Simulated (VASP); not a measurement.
Crystal: InSb3.

```
Sb In
1.0
     0.00000    3.84449    3.84449
     3.84449    0.00000    3.84449
     3.84449    3.84449    0.00000
Sb In
3 1
Direct
  0.50000 0.50000 0.50000
  0.75000 0.75000 0.75000
  0.25000 0.25000 0.25000
  0.00000 0.00000 0.00000
```

Base run:

```yaml
Program: VASP 6.6.1
Functional: r2SCAN
Potentials_or_basis: VASP PAW PBE potentials, release 64 (Sb, In_d)
Cutoff: 520 eV
k_mesh: 6 × 6 × 6
Occupations: fermi-dirac, width 0.05 eV
Spin: no spin polarisation
```

Its results: band gap on the k mesh zero (band 14 reaches 8.43 eV, above the bottom of band 15 at 5.04 eV); pressure -2.9 GPa.

Question: The run is repeated on the same cell with these changes: functional from r2SCAN to PBE. What comes out?

Answer: Band gap on the k mesh zero (band 14 reaches 8.52 eV, above the bottom of band 15 at 5.24 eV); pressure -2.0 GPa.

Caveats: spin-orbit coupling is left out, which moves the levels of the heavy elements; the PAW data sets were made with another functional, which shifts forces and pressure a little (some runs).
